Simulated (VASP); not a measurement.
# Co13Si7 in VASP: notebook, part 2 of 2

VASP 6.6.1. Earlier steps stand in the parts before.

**3. Single point, PBE**

File INCAR:

```
ALGO = Normal ; EDIFF = 1E-6
ENCUT = 400 ; GGA = PE
GGA_COMPAT = F ; ISIF = 2
ISMEAR = -1 ; ISYM = -1
LASPH = T ; LCHARG = T
LELF = T ; LREAL = Auto
LVHAR = T ; LWAVE = F
NBANDS = 88 ; NELM = 120
PREC = Accurate ; SIGMA = 0.1568
```

File KPOINTS:

```
explicit points
1
Reciprocal
  0.25000000   0.25000000   0.25000000 1
```

File POSCAR:

```
Co13Si7
1.0
    6.4939510000      0.0105820000      0.2710780000
    0.0105820000      6.2018580000     -0.1606020000
    0.2710780000     -0.1606020000      6.3520220000
Co Si
13 7
Direct
    0.6140019608      0.9086814465      0.1347534115
    0.3417331439      0.1192064426      1.0932656493
    0.5315257655      0.6292307999      0.4829060390
    0.4720820417      0.6614481143      0.9080076918
    0.7028343196      0.1445113951      0.8527698578
    0.2136141024      0.4760228548      0.0581537877
   -0.0123589832      0.2046533848      0.0590493848
    0.8630096346      0.5877458126      0.1602497956
    0.1006745308      0.0780751636      0.6973724866
    0.7491496398      0.3097629233      0.5001255599
    0.1632186999      0.2817839001      0.3330588369
    0.8099110929      0.7958335166      0.7426553899
    0.3035955922      0.8987276710      0.3692360284
    0.0914323743      0.8553121119      0.9678385136
    0.8538717208      0.9323235844      0.4129845888
    0.0339210833      0.5959830691      0.4785576645
    0.8935510774      0.4588851145      0.7967639010
    0.3796305400      0.3638005450      0.6537127245
    0.4380334389      0.9552289102      0.6643773345
    0.5344985509      0.4296739327      0.1535085513
```

Potentials or basis: VASP PAW PBE potentials, release 64 (Co, Si).

Command:

```sh
> cat potpaw_PBE.64/Co/POTCAR potpaw_PBE.64/Si/POTCAR > POTCAR
> mpirun -np 1 vasp_std > vasp.out
```

Wall time 3.1 min (1 thread of AMD EPYC 7R43 (Zen 3), shared host); peak memory 0.21 GiB.

It converged, with:

- Free energy: -127.5637 eV
- Pressure: -7.2 GPa
- Largest force: 4.984 eV/Å
- Band gap on the k mesh: zero (an odd number of electrons rules out a gap without spin polarisation)

Forces on the atoms (eV/Å):
```
Co   1.697 -0.411  0.744
Co   1.679 -0.961 -3.648
Co   0.593  0.338 -0.437
Co   0.145  0.877 -1.443
Co  -1.469  0.441 -0.459
Co  -0.818  1.644 -1.861
Co  -1.981 -0.694  0.063
Co  -0.653  0.949  0.559
Co  -0.055  1.034 -1.212
Co   0.735 -0.366 -0.404
Co  -0.986 -0.093  4.884
Co   0.251 -0.125  0.235
Co  -1.718 -0.477 -0.605
Si   0.270 -1.047  0.584
Si   0.004  0.793 -0.467
Si   0.518  0.996 -1.096
Si  -0.087 -1.593  1.383
Si  -0.419 -0.640  0.586
Si   1.195  0.120  1.473
Si   1.099 -0.787  1.123
```

Stress tensor (GPa, compression positive):
```
-10.68  -1.75  -1.11
 -1.75  -5.21  -2.17
 -1.11  -2.17  -5.68
```

Levels at points of the mesh, in eV from the Fermi level:
| k point | band 71 | band 72 | band 73 | band 74 | band 75 | band 76 |
| --- | --- | --- | --- | --- | --- | --- |
| (0.25, 0.25, 0.25) | -0.17 | -0.13 | -0.07 | 0.01 | 0.09 | 0.17 |

Caveat: the atoms stand as in a frame of molecular dynamics; the run has no spin polarisation, though such a crystal can be magnetic. Spin polarisation is off, so any magnetic state and its effect on volume and gap are missing.

**4. Single point, PBE**

File INCAR:

```
ALGO     = Normal         # electronic algorithm
EDIFF    = 1E-6           # SCF threshold, eV
ENCUT    = 400            # plane-wave cutoff, eV
GGA      = PE             # functional
GGA_COMPAT= F            
ISIF     = 2              # what is computed and relaxed
ISMEAR   = -1             # smearing method
ISYM     = -1           
LASPH    = T              # aspherical terms in the spheres
LCHARG   = T              # write CHGCAR
LELF     = T              # ELF
LREAL    = Auto         
LVHAR    = T            
LWAVE    = F              # write WAVECAR
NBANDS   = 88             # bands
NELM     = 120            # most SCF steps
PREC     = Accurate       # precision mode
SIGMA    = 0.1568         # smearing width, eV
```

KPOINTS is that of step 3.

File POSCAR:

```
Co13Si7
1.0
    6.4939510000      0.0105820000      0.2710780000
    0.0105820000      6.2018580000     -0.1606020000
    0.2710780000     -0.1606020000      6.3520220000
Co Si
13 7
Direct
    0.6028351129      0.9567688029      0.2427706715
    0.2704534382      0.1312266031      1.0985398473
    0.5651658938      0.6046606084      0.4765744928
    0.5064166819      0.6699181959      0.9592434946
    0.5942051479      0.2087035366      0.9100420720
    0.1882577832      0.4526574078      0.0136866877
   -0.0960320273      0.1100270382      0.1020775325
    0.8662695644      0.6296972983      0.1665551575
    0.0968581753      0.1298545193      0.7450794054
    0.8453642735      0.3268701211      0.5631917425
    0.2220734563      0.3346511594      0.4240977782
    0.8016708810      0.8573391759      0.7520647830
    0.2625524890      0.9530622175      0.4041224188
    0.1443434509      0.8262304894      1.0140385117
    0.9655234676      0.9638391906      0.4145027097
   -0.0247668403      0.5973005554      0.4942600025
    0.8645489791      0.4407609441      0.8858821460
    0.3962791257      0.4069518212      0.6982654852
    0.4401774208      0.9328814442      0.6828943934
    0.5806851821      0.2957904283      0.2927674930
```

Command:

```sh
> cat potpaw_PBE.64/Co/POTCAR potpaw_PBE.64/Si/POTCAR > POTCAR
> mpirun -np 1 vasp_std > vasp.out
```

Wall time 2.7 min (1 thread of AMD EPYC 7R43 (Zen 3), shared host); peak memory 0.2 GiB.

The run converged. Its results:

| Item | Value |
| --- | --- |
| Free energy | -127.4856 eV |
| Pressure | -3.9 GPa |
| Largest force | 5.682 eV/Å |
| Band gap on the k mesh | zero (an odd number of electrons rules out a gap without spin polarisation) |

Forces in eV/Å, atoms in the order of the input:
```
Co   0.192 -2.101 -0.403
Co   2.101 -0.077  0.012
Co   0.599  1.710 -0.159
Co  -0.203  0.413 -0.190
Co  -0.191 -0.460 -0.164
Co   0.058  0.349 -0.043
Co  -0.162  0.723 -0.471
Co  -0.726  1.897  1.037
Co   0.676 -0.189  0.383
Co  -2.958 -4.606 -0.514
Co  -0.553  0.311 -0.718
Co   0.083  0.006  0.129
Co   4.298 -1.483  0.201
Si  -0.267 -1.052 -0.483
Si  -5.535  1.240  0.343
Si   1.927  3.492 -0.229
Si   0.025 -0.642 -0.740
Si  -0.298 -0.604  1.468
Si   1.117 -0.019  1.344
Si  -0.184  1.094 -0.804
```

Stress tensor (GPa, compression positive):
```
-2.81  3.01 -1.93
 3.01 -2.30 -0.38
-1.93 -0.38 -6.58
```

Levels at points of the mesh, in eV from the Fermi level:
```
           k point  band 71  band 72  band 73  band 74  band 75  band 76
(0.25, 0.25, 0.25)    -0.17    -0.11    -0.06     0.01     0.07     0.16
```

Caveat: the atoms stand as in a frame of molecular dynamics; the run has no spin polarisation, though such a crystal can be magnetic. Spin polarisation is off, so any magnetic state and its effect on volume and gap are missing.

**5. Single point, PBE**

File INCAR:

```
SYSTEM = Co13Si7
PREC = Accurate ; ENCUT = 400
EDIFF = 1E-6 ; ISMEAR = -1
SIGMA = 0.087 ; LREAL = Auto
LASPH = .True. ; NELM = 120
ALGO = Normal ; ISIF = 2
LWAVE = .False. ; LCHARG = .True.
GGA = PE ; LELF = .True.
LVHAR = .True. ; NBANDS = 88
ISYM = -1 ; GGA_COMPAT = .False.
```

KPOINTS is that of step 4.

File POSCAR:

```
Co13Si7
1.0
    6.4939510000      0.0105820000      0.2710780000
    0.0105820000      6.2018580000     -0.1606020000
    0.2710780000     -0.1606020000      6.3520220000
Co Si
13 7
Direct
    0.5934418235      0.9208580362      0.2314328602
    0.2996762512      0.0990538342      0.1207767550
    0.5301385145      0.6028195362      0.5195457659
    0.4957801192      0.5855979321      0.9669777775
    0.6776371452      0.1792543421      0.8588107982
    0.1164329749      0.4519565032      0.0792589667
    0.9102567562      0.1519552569      0.1244521409
    0.8893605040      0.7428143699      0.1728026771
    0.1087573352      0.1475431218      0.7862751419
    0.8018739787      0.3873928837      0.5465005753
    0.1826838653      0.2764913783      0.4356572587
    0.9086579741      0.8552263560      0.7500705881
    0.3039407944      0.9177084336      0.4630371474
    0.1613028677      0.7812084806     -0.0552485515
    0.9562171529      1.0033215512      0.4369278026
    1.1049250619      0.6150779081      0.5052126498
    0.8864079284      0.4934487782      0.8700029963
    0.4094400638      0.3367797942      0.7228749074
    0.4658828654      0.9111822169      0.7738303002
    0.5929125811      0.2891884893      0.2685778943
```

Command:

```sh
> cat potpaw_PBE.64/Co/POTCAR potpaw_PBE.64/Si/POTCAR > POTCAR
> mpirun -np 1 vasp_std > vasp.out
```

Run time: 2.3 min. Hardware: 1 thread of AMD EPYC 7R43 (Zen 3), shared host; peak memory 0.21 GiB.

Results (log left out):

```
Free energy            : -127.8048 eV
Pressure               : -7.5 GPa
Largest force          : 2.587 eV/Å
Band gap on the k mesh : zero (an odd number of electrons rules out a gap without spin polarisation)
```

Forces in eV/Å, atoms in the order of the input:
```
Co  -0.290  0.006 -0.332
Co   0.335  0.015 -1.373
Co  -0.740  0.634 -0.819
Co   0.321  0.467 -0.003
Co  -0.185  0.327  0.937
Co   2.227 -0.887  0.730
Co   0.038 -0.598  0.829
Co  -0.243 -0.627  0.861
Co   0.128  0.886  0.303
Co   1.038 -0.749 -0.279
Co   0.763  1.098 -0.231
Co  -1.712 -1.938  0.074
Co  -0.001 -0.356  0.561
Si   0.655  0.491  1.168
Si  -0.776  0.397 -0.171
Si  -0.140  0.786 -1.036
Si  -1.321 -0.245 -0.117
Si  -0.545 -0.442 -0.243
Si   1.435  0.077 -0.422
Si  -0.985  0.659 -0.435
```

Stress tensor (GPa, compression positive):
```
 -7.07   1.10   1.65
  1.10  -4.63  -0.81
  1.65  -0.81 -10.65
```

Levels at points of the mesh, in eV from the Fermi level:
| k point | band 70 | band 71 | band 72 | band 73 | band 74 | band 75 |
| --- | --- | --- | --- | --- | --- | --- |
| (0.25, 0.25, 0.25) | -0.22 | -0.15 | -0.06 | 0.00 | 0.03 | 0.14 |

Caveat: the atoms stand as in a frame of molecular dynamics; the run has no spin polarisation, though such a crystal can be magnetic. Spin polarisation is off, so any magnetic state and its effect on volume and gap are missing.

**6. Overview**

| cell | smearing | gap on the mesh (eV) | pressure (GPa) | largest force (eV/Å) |
| --- | --- | --- | --- | --- |
| as given, atomic positions A | fermi-dirac 0.1568 eV | none | -3.5 | 3.42 |
| as given, atomic positions B | fermi-dirac 0.1568 eV | none | -7.2 | 4.98 |
| as given, atomic positions C | fermi-dirac 0.1568 eV | none | -3.9 | 5.68 |
| as given, atomic positions D | fermi-dirac 0.087 eV | none | -7.5 | 2.59 |

Alike in all rows: task single point; level PBE; potentials or basis VASP PAW PBE potentials, release 64 (Co, Si); no spin polarisation; k mesh 1 × 1 × 1, shifted; cutoff (eV) 400.

Caveats: the atoms stand as in a frame of molecular dynamics; the run has no spin polarisation, though such a crystal can be magnetic.

Total energies depend on the potentials used, so only differences within one code and one set of settings carry meaning.
